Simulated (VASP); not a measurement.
# MgCd2O3 (P-3m1) in VASP: further runs

The runs below take MgCd2O3 through single point, relaxation of cell and atoms, with PBE.

All numbers are computed with VASP 6.6.1; they aren't measurements. Logs are shortened: lines on timing, memory, paths and dates and some standing lists are left out, and cuts for length are marked.

**1. The cell of the first run**

Symmetry: P-3m1, No. 164, trigonal system. Conventional cell: a = 3.239 Å, b = 3.239 Å, c = 8.090 Å, α = 90.00°, β = 90.00°, γ = 120.00°. Within 2.9 Å of Mg (site symmetry -3m) lie 6 O at 2.19 Å. Cd (site symmetry 3m) has 6 O at 2.35 to 2.38 Å and 3 Mg at 3.21 Å and 9 Cd at 3.24 to 3.42 Å within 3.5 Å. Within 3.0 Å of O (site symmetry 3m) lie 3 Mg at 2.19 Å and 3 Cd at 2.38 Å and 3 O at 2.95 Å. O (site symmetry -3m) has 6 Cd at 2.35 Å within 3.1 Å.

**2. Single point, PBE**

Input file INCAR:

```
SYSTEM = MgCd2O3
ALGO = Normal ; EDIFF = 1E-6
ENCUT = 520 ; GGA = PE
ISIF = 2 ; ISMEAR = 0
LASPH = .TRUE. ; LCHARG = .FALSE.
LREAL = .FALSE. ; LWAVE = .FALSE.
NBANDS = 31 ; NELM = 100
PREC = Accurate ; SIGMA = 0.02
```

Input file KPOINTS:

```
k-points
0
G
  12 12 4
  0 0 0
```

Input file POSCAR:

```
MgCd2O3
1.0
    3.2385399586      0.0000000000      0.0000000000
   -1.6192699793      2.8046578753      0.0000000000
    0.0000000000      0.0000000000      8.0896072300
Mg Cd O
1 2 3
Direct
    0.0000000000      0.0000000000      0.0000000000
    0.3333333333      0.6666666667      0.3232436066
    0.6666666667      0.3333333333      0.6767563934
    0.3333333333      0.6666666667      0.8586596505
    0.6666666667      0.3333333333      0.1413403495
    0.0000000000      0.0000000000      0.5000000000
```

Potentials or basis: VASP PAW PBE potentials, release 64 (Mg, Cd, O).

On the command line:

```bash
$ cat potpaw_PBE.64/Mg/POTCAR potpaw_PBE.64/Cd/POTCAR potpaw_PBE.64/O/POTCAR > POTCAR
$ mpirun -np 1 vasp_std > vasp.out
```

OUTCAR:

```text
SYSTEM = MgCd2O3
   EDIFF = 1E-6
   ENCUT = 520
   GGA = PE
   ISIF = 2
   ISMEAR = 0
   LASPH = .TRUE.
   LREAL = .FALSE.
   NELM = 100
   PREC = Accurate

 ion  position               nearest neighbor table
   1  0.000  0.000  0.000-   4 2.19   5 2.19   4 2.19   5 2.19   5 2.19   4 2.19   2 3.21   3 3.21
                             2 3.21   3 3.21   2 3.21   3 3.21
   2  0.333  0.667  0.323-   6 2.35   6 2.35   6 2.35   5 2.38   5 2.38   5 2.38   1 3.21   1 3.21
                             1 3.21   3 3.42   3 3.42   3 3.42
   3  0.667  0.333  0.677-   6 2.35   6 2.35   6 2.35   4 2.38   4 2.38   4 2.38   1 3.21   1 3.21
                             1 3.21   2 3.42   2 3.42   2 3.42
   4  0.333  0.667  0.859-   1 2.19   1 2.19   1 2.19   3 2.38   3 2.38   3 2.38
   5  0.667  0.333  0.141-   1 2.19   1 2.19   1 2.19   2 2.38   2 2.38   2 2.38
   6  0.000  0.000  0.500-   2 2.35   3 2.35   2 2.35   3 2.35   3 2.35   2 2.35

  LATTYP: Found a hexagonal cell.
 ALAT       =     3.2385399586
 C/A-ratio  =     2.4979179919

  Lattice vectors:

 A1 = (   3.2385399586,   0.0000000000,   0.0000000000)
 A2 = (  -1.6192699793,   2.8046578753,   0.0000000000)
 A3 = (   0.0000000000,   0.0000000000,   8.0896072300)

Analysis of symmetry for initial positions (statically):
=====================================================================
 Subroutine PRICEL returns:
 Original cell was already a primitive cell.

 Routine SETGRP: Setting up the symmetry group for a
 hexagonal supercell.

 Subroutine GETGRP returns: Found 12 space group operations
 (whereof 12 operations were pure point group operations)
 out of a pool of 24 trial point group operations.

The static configuration has the point symmetry D_3d.

Analysis of symmetry for dynamics (positions and initial velocities):
=====================================================================
 Subroutine PRICEL returns:
 Original cell was already a primitive cell.

 Routine SETGRP: Setting up the symmetry group for a
 hexagonal supercell.

 Subroutine GETGRP returns: Found 12 space group operations
 (whereof 12 operations were pure point group operations)
 out of a pool of 24 trial point group operations.

The dynamic configuration has the point symmetry D_3d.

 Subroutine INISYM returns: Found 12 space group operations
 (whereof 12 operations are pure point group operations),
 and found     1 'primitive' translations

----------------------------------------------------------------------------------------

                                     Primitive cell

  volume of cell :      73.4779

[... 95 lines left out ...]
   NELM   =    100;   NELMIN=  2; NELMDL= -5     # of ELM steps
   EDIFF  = 0.1E-05   stopping-criterion for ELM
   LREAL  =      F    real-space projection
   EDIFFG = 0.1E-04   stopping-criterion for IOM
   NSW    =      0    number of steps for IOM
   IBRION =     -1    ionic relax: 0-MD 1-quasi-New 2-CG
   NFREE  =      0    steps in history (QN), initial steepest desc. (CG)
   ISIF   =      2    stress and relaxation
   ISYM   =      2    0-nonsym 1-usesym 2-fastsym
   POTIM  = 0.5000    time-step for ionic-motion
   TEBEG  =    0.0;   TEEND  =   0.0 temperature during run
   PSTRESS=    0.0 pullay stress
   NELECT =      44.0000    total number of electrons
   NUPDOWN=      -1.0000    fix difference up-down
   EMIN   =  10.00;   EMAX   =-10.00  energy-range for DOS
   EFERMI =   0.00;   METHOD = LEGACY
   ISMEAR =     0;   SIGMA  =   0.02  broadening in eV -4-tet -1-fermi 0-gaus
   EFERMI_NEDOS =   21; number of points for ismear=-14 and -15
   IALGO  =     38    algorithm
   IMIX   =      4    mixing-type and parameters
     AMIX     =   0.40;   BMIX     =  1.00
     AMIX_MAG =   1.60;   BMIX_MAG =  1.00
  volume/ion in A,a.u.               =      12.25        82.64
  Fermi-wavevector in a.u.,A,eV,Ry     =   1.379876  2.607588 25.906295  1.904059
  Thomas-Fermi vector in A             =   2.504805
   LORBIT       =      0    0 simple, 1 ext, 2 COOP (PROOUT), +10 PAW based schemes
   GGA     = PE    functional components
   LHFCALC =     F    Hartree Fock is set to
   AEXX    =    0.0000 exact exchange contribution
   IVDW    =     0    specifies the selected vdW correction
   LEPSILON=     F    determine dielectric tensor
   LRPA    =     F    only Hartree local field effects (RPA)
 non-spin polarized calculation
 Gauss-broadening in eV      SIGMA  =   0.02
  energy-cutoff  :      520.00
  volume of cell :       73.48
 maximum number of plane-waves:      2010
   NGX = 13   NGY = 13   NGZ = 31

 number of electron      44.0000021 magnetization

 Free energy of the ion-electron system (eV)
  ---------------------------------------------------
  ext. energy  EPLUGINS =         0.00000000
  ---------------------------------------------------
  free energy    TOTEN  =       -27.06653090 eV

  energy without entropy =      -27.06653090  energy(sigma->0) =      -27.06653090

 E-fermi :   2.1811     XC(G=0): -11.3260

 val. band max:        2.0331520080   @ k =   0.5000  -0.0000   0.5000
 cond. band min:       2.6171897375   @ k =   0.0000   0.0000   0.0000
 fundamental gap:      0.5840377295
 Fermi energy:         2.1810774594

 k-point     1 :       0.0000    0.0000    0.0000
  band No.  band energies     occupation
      1     -15.0293      2.00000
      2     -14.5697      2.00000
      3     -14.1922      2.00000
      4      -5.1382      2.00000
      5      -4.8507      2.00000
      6      -4.8507      2.00000
[... 805 lines left out ...]
     30      14.9223      0.00000
     31      15.4920      0.00000

 [... further k-points ...]
[... 5 lines left out ...]
  --------------------------------------------------------------------------------------
  -------------------------------------------------------------------------------------
  Total        0.3191239      0.3191239      0.4080241      0.0000000      0.0000000      0.0000000
  in kB        6.9584641      6.9584641      8.8969231      0.0000000      0.0000000      0.0000000
  external PRESSURE =       7.6046171 kB  Pullay stress =       0.0000000 kB

 VOLUME and BASIS-vectors are now :
 -----------------------------------------------------------------------------
  energy-cutoff  :      520.00
  volume of cell :       73.48
      direct lattice vectors                 reciprocal lattice vectors
     3.238539959  0.000000000  0.000000000     0.308781121  0.178274864  0.000000000
    -1.619269979  2.804657875  0.000000000     0.000000000  0.356549727  0.000000000
     0.000000000  0.000000000  8.089607230     0.000000000  0.000000000  0.123615396

 POSITION                                       TOTAL-FORCE (eV/Angst)
 -----------------------------------------------------------------------------------
      0.00000      0.00000      0.00000        -0.000000      0.000000      0.000000
     -0.00000      1.86977      2.61491         0.000000      0.000000     -0.019424
      1.61927      0.93489      5.47469         0.000000      0.000000      0.019424
     -0.00000      1.86977      6.94622        -0.000000     -0.000000      0.096078
      1.61927      0.93489      1.14339         0.000000      0.000000     -0.096078
      0.00000      0.00000      4.04480        -0.000000      0.000000      0.000000
 -----------------------------------------------------------------------------------
    total drift:                                0.000000     -0.000000      0.000000

  FREE ENERGIE OF THE ION-ELECTRON SYSTEM (eV)
  ---------------------------------------------------
  free  energy   TOTEN  =       -27.0665308959 eV

  energy  without entropy=      -27.0665308959  energy(sigma->0) =      -27.06653090
```

OSZICAR:

```text
N       E                     dE             d eps       ncg     rms          rms(c)
DAV:   1     0.343940250738E+03    0.34394E+03   -0.23713E+04  4414   0.141E+03
DAV:   2    -0.114389605486E+02   -0.35538E+03   -0.33765E+03  4777   0.368E+02
DAV:   3    -0.326850320363E+02   -0.21246E+02   -0.21112E+02  5134   0.965E+01
DAV:   4    -0.328387414378E+02   -0.15371E+00   -0.15369E+00  4418   0.873E+00
DAV:   5    -0.328393808367E+02   -0.63940E-03   -0.63939E-03  5069   0.526E-01    0.162E+01
DAV:   6    -0.269737596298E+02    0.58656E+01   -0.17469E+01  6032   0.600E+01    0.132E+01
DAV:   7    -0.271744163557E+02   -0.20066E+00   -0.40344E+00  4404   0.138E+01    0.762E+00
DAV:   8    -0.271258052038E+02    0.48611E-01   -0.81503E-01  4867   0.551E+00    0.257E+00
DAV:   9    -0.270705692827E+02    0.55236E-01   -0.16596E-01  5829   0.334E+00    0.745E-01
DAV:  10    -0.270674692204E+02    0.31001E-02   -0.33308E-02  4453   0.109E+00    0.299E-01
DAV:  11    -0.270666401356E+02    0.82908E-03   -0.53940E-03  4882   0.507E-01    0.115E-01
DAV:  12    -0.270665184698E+02    0.12167E-03   -0.13398E-03  4929   0.211E-01    0.324E-02
DAV:  13    -0.270665298428E+02   -0.11373E-04   -0.96806E-05  4551   0.711E-02    0.104E-02
DAV:  14    -0.270665309106E+02   -0.10678E-05   -0.74682E-06  4854   0.224E-02    0.601E-03
DAV:  15    -0.270665308959E+02    0.14661E-07   -0.15802E-06  3414   0.105E-02
   1 F= -.27066531E+02 E0= -.27066531E+02  d E =-.114584E-27
```

stdout:

```text
POSCAR found type information on POSCAR MgCdO
 POSCAR found :  3 types and       6 ions
 scaLAPACK will be used
 LDA part: xc-table for (Slater+PW92), standard interpolation
 POSCAR, INCAR and KPOINTS ok, starting setup
 FFT: planning ... GRIDC
 FFT: planning ... GRID_SOFT
 FFT: planning ... GRID
 WAVECAR not read
 entering main loop
```

Run time: 54 s. Hardware: 1 thread of Intel Xeon 6975P-C (Granite Rapids), shared host; peak memory 0.27 GiB.

Results:

- Free energy: -27.0665 eV
- Pressure: 0.8 GPa
- Largest force: 0.096 eV/Å
- Band gap on the k mesh: 0.58 eV

Forces in eV/Å, atoms in the order of the input:
```
Mg   0.000  0.000  0.000
Cd   0.000  0.000 -0.019
Cd   0.000  0.000  0.019
O    0.000  0.000  0.096
O    0.000  0.000 -0.096
O    0.000  0.000  0.000
```

Stress tensor (GPa, compression positive):
```
0.70 0.00 0.00
0.00 0.70 0.00
0.00 0.00 0.89
```

**3. Relaxation of cell and atoms, PBE**

Input file INCAR:

```
PREC = Accurate ; ENCUT = 600
EDIFF = 1E-7 ; ISMEAR = 0
SIGMA = 0.02 ; LREAL = F
LASPH = T ; NELM = 60
ALGO = Normal ; ISIF = 3
LWAVE = F ; LCHARG = F
GGA = PE ; IBRION = 2
NSW = 100 ; EDIFFG = -0.01
```

Input file KPOINTS:

```
Automatic mesh
0
Gamma
  12 12 4
```

Input file POSCAR:

```
MgCd2O3
1.0
    3.2374909446      0.0000000000      0.0000000000
   -1.6187454723      2.8037494025      0.0000000000
    0.0000000000      0.0000000000      8.0897815657
Mg Cd O
1 2 3
Direct
    0.0000000000      0.0000000000      0.0000000000
    0.3333333333      0.6666666667      0.3231969991
    0.6666666667      0.3333333333      0.6768030009
    0.3333333333      0.6666666667      0.8585356029
    0.6666666667      0.3333333333      0.1414643971
    0.0000000000      0.0000000000      0.5000000000
```

Potentials or basis: VASP PAW PBE potentials, release 64 (Mg, Cd, O).

On the command line:

```bash
$ cat potpaw_PBE.64/Mg/POTCAR potpaw_PBE.64/Cd/POTCAR potpaw_PBE.64/O/POTCAR > POTCAR
$ mpirun -np 1 vasp_std > vasp.out
```

OUTCAR:

```text
PREC = Accurate
   ENCUT = 600
   EDIFF = 1E-7
   ISMEAR = 0
   LREAL = F
   LASPH = T
   NELM = 60
   ISIF = 3
   GGA = PE
   IBRION = 2
   NSW = 100
   EDIFFG = -0.01

 ion  position               nearest neighbor table
   1  0.000  0.000  0.000-   4 2.19   5 2.19   4 2.19   5 2.19   5 2.19   4 2.19   2 3.21   3 3.21
                             2 3.21   3 3.21   2 3.21   3 3.21
   2  0.333  0.667  0.323-   6 2.35   6 2.35   6 2.35   5 2.38   5 2.38   5 2.38   1 3.21   1 3.21
                             1 3.21   3 3.42   3 3.42   3 3.42
   3  0.667  0.333  0.677-   6 2.35   6 2.35   6 2.35   4 2.38   4 2.38   4 2.38   1 3.21   1 3.21
                             1 3.21   2 3.42   2 3.42   2 3.42
   4  0.333  0.667  0.859-   1 2.19   1 2.19   1 2.19   3 2.38   3 2.38   3 2.38
   5  0.667  0.333  0.141-   1 2.19   1 2.19   1 2.19   2 2.38   2 2.38   2 2.38
   6  0.000  0.000  0.500-   2 2.35   3 2.35   2 2.35   3 2.35   3 2.35   2 2.35

  LATTYP: Found a hexagonal cell.
 ALAT       =     3.2374909446
 C/A-ratio  =     2.4987812180

  Lattice vectors:

 A1 = (   3.2374909446,   0.0000000000,   0.0000000000)
 A2 = (  -1.6187454723,   2.8037494025,   0.0000000000)
 A3 = (   0.0000000000,   0.0000000000,   8.0897815657)

Analysis of symmetry for initial positions (statically):
=====================================================================
 Subroutine PRICEL returns:
 Original cell was already a primitive cell.

 Routine SETGRP: Setting up the symmetry group for a
 hexagonal supercell.

 Subroutine GETGRP returns: Found 12 space group operations
 (whereof 12 operations were pure point group operations)
 out of a pool of 24 trial point group operations.

The static configuration has the point symmetry D_3d.

Analysis of symmetry for dynamics (positions and initial velocities):
=====================================================================
[... 139 lines left out ...]
  volume/ion in A,a.u.               =      12.24        82.59
  Fermi-wavevector in a.u.,A,eV,Ry     =   1.380165  2.608133 25.917115  1.904854
  Thomas-Fermi vector in A             =   2.505067
   LORBIT       =      0    0 simple, 1 ext, 2 COOP (PROOUT), +10 PAW based schemes
   GGA     = PE    functional components
   LHFCALC =     F    Hartree Fock is set to
   AEXX    =    0.0000 exact exchange contribution
   IVDW    =     0    specifies the selected vdW correction
   LEPSILON=     F    determine dielectric tensor
   LRPA    =     F    only Hartree local field effects (RPA)
 conjugate gradient relaxation of ions
 non-spin polarized calculation
 Gauss-broadening in eV      SIGMA  =   0.02
  energy-cutoff  :      600.00
  volume of cell :       73.43
 maximum number of plane-waves:      2505
 NGX is ok and might be reduce to    28
   NGX = 13   NGY = 13   NGZ = 33

--------------------------------------- Ionic step        1  -------------------------------------------

 number of electron      43.9999998 magnetization

 Free energy of the ion-electron system (eV)
  ---------------------------------------------------
  ext. energy  EPLUGINS =         0.00000000
  ---------------------------------------------------
  free energy    TOTEN  =       -27.07187232 eV

  energy without entropy =      -27.07187232  energy(sigma->0) =      -27.07187232

------------------------ aborting loop because EDIFF is reached ----------------------------------------

  FORCE on cell =-STRESS in cart. coord.  units (eV):
  Direction    XX          YY          ZZ          XY          YZ          ZX
  --------------------------------------------------------------------------------------
  -------------------------------------------------------------------------------------
  Total        0.2748977      0.2748977      0.3412405     -0.0000000     -0.0000000      0.0000000
  in kB        5.9978705      5.9978705      7.4453743     -0.0000000     -0.0000000      0.0000000
  external PRESSURE =       6.4803717 kB  Pullay stress =       0.0000000 kB
[... 227 lines left out ...]
--------------------------------------- Ionic step        7  -------------------------------------------

 number of electron      43.9999998 magnetization

 Free energy of the ion-electron system (eV)
  ---------------------------------------------------
  ext. energy  EPLUGINS =         0.00000000
  ---------------------------------------------------
  free energy    TOTEN  =       -27.07362836 eV

  energy without entropy =      -27.07362836  energy(sigma->0) =      -27.07362836

 E-fermi :   2.1266     XC(G=0): -11.3084

 val. band max:        1.9958977191   @ k =   0.5000   0.0000   0.5000
 cond. band min:       2.5644088589   @ k =   0.0000   0.0000   0.0000
 fundamental gap:      0.5685111398
 Fermi energy:         2.1265651350

 k-point     1 :       0.0000    0.0000    0.0000
  band No.  band energies     occupation
      1     -15.0369      2.00000
      2     -14.5870      2.00000
      3     -14.2015      2.00000
      4      -5.1636      2.00000
      5      -4.8803      2.00000
      6      -4.8803      2.00000
[... 685 lines left out ...]
     25       8.3640      0.00000
     26      10.7701      0.00000

 [... further k-points ...]
[... 5 lines left out ...]
  --------------------------------------------------------------------------------------
  -------------------------------------------------------------------------------------
  Total       -0.0034733     -0.0034733      0.0023115      0.0000000     -0.0000000      0.0000000
  in kB       -0.0754747     -0.0754747      0.0502277      0.0000000     -0.0000000      0.0000000
  external PRESSURE =      -0.0335739 kB  Pullay stress =       0.0000000 kB
[... 21 lines left out ...]
  FREE ENERGIE OF THE ION-ELECTRON SYSTEM (eV)
  ---------------------------------------------------
  free  energy   TOTEN  =       -27.0736283623 eV

  energy  without entropy=      -27.0736283623  energy(sigma->0) =      -27.07362836

 reached required accuracy - stopping structural energy minimisation
```

OSZICAR:

```text
N       E                     dE             d eps       ncg     rms          rms(c)
DAV:   1     0.390652559627E+03    0.39065E+03   -0.26233E+04  3668   0.188E+03
DAV:   2    -0.732002797310E+01   -0.39797E+03   -0.38763E+03  4158   0.447E+02
DAV:   3    -0.325905260651E+02   -0.25270E+02   -0.25121E+02  4152   0.118E+02
[... 62 lines left out ...]
DAV:   2    -0.270736347498E+02    0.26365E-05   -0.18973E-04  4236   0.112E-01    0.143E-02
DAV:   3    -0.270736306969E+02    0.40530E-05   -0.84627E-06  3918   0.271E-02    0.966E-03
DAV:   4    -0.270736287092E+02    0.19877E-05   -0.36341E-06  4190   0.167E-02    0.415E-03
DAV:   5    -0.270736283837E+02    0.32544E-06   -0.80203E-07  4230   0.700E-03    0.105E-03
DAV:   6    -0.270736283623E+02    0.21447E-07   -0.52267E-08  1928   0.181E-03
   7 F= -.27073628E+02 E0= -.27073628E+02  d E =-.248437E-04
```

It took 5.6 min on 1 thread of Intel Xeon 6975P-C (Granite Rapids), shared host; peak memory 0.33 GiB.

Results:

| Item | Value |
| --- | --- |
| Free energy | -27.0736 eV |
| Relaxed volume | 12.29 Å³/atom |
| Relaxed cell | a = 3.240 Å, b = 3.240 Å, c = 8.108 Å, α = 90.00°, β = 90.00°, γ = 120.00° |
| Space group after relaxing (to 0.1 Å) | P-3m1 (No. 164) |
| Energy gained by relaxing | 0.3 meV/atom |
| Ionic steps | 7 |
| Pressure after relaxing | 0.0 GPa |
| Band gap on the k mesh | 0.57 eV |

The path:
| step | energy change (eV) | largest force (eV/Å) | pressure (GPa) | volume (Å³) |
| --- | --- | --- | --- | --- |
| 1 | 0.0000 | 0.1117 | 0.65 | 73.43 |
| 2 | -0.0013 | 0.0313 | -0.37 | 73.96 |
| 3 | -0.0013 | 0.0471 | -0.16 | 73.85 |
| 4 | -0.0016 | 0.0219 | -0.07 | 73.79 |
| 5 | -0.0017 | 0.0195 | 0.02 | 73.72 |
| 6 | -0.0017 | 0.0197 | 0.02 | 73.72 |
| 7 | -0.0018 | 0.0016 | 0.00 | 73.73 |

Final structure:
```
CELL_PARAMETERS angstrom
3.24050 0.00000 0.00000
-1.62025 2.80635 0.00000
0.00000 0.00000 8.10774
ATOMIC_POSITIONS crystal
Mg 0.00000 0.00000 0.00000
Cd 0.33333 0.66667 0.32272
Cd 0.66667 0.33333 0.67728
O 0.33333 0.66667 0.85976
O 0.66667 0.33333 0.14024
O 0.00000 0.00000 0.50000
```

Levels at points of the mesh, in eV from the valence-band top:
```
           k point  band 19  band 20  band 21  band 22  band 23  band 24  band 25  band 26
(0.00, 0.00, 0.00)    -0.76    -0.76     0.00     0.00     0.57     4.30     4.79     8.77
(0.50, 0.00, 0.00)    -1.18    -0.79    -0.67    -0.35     4.57     5.53     6.24     7.31
(0.00, 0.00, 0.50)    -0.41    -0.41    -0.13    -0.13     1.99     2.81     5.47     8.51
(0.50, 0.00, 0.50)    -1.50    -1.33    -0.11     0.00     4.77     5.02     6.16     7.62
```
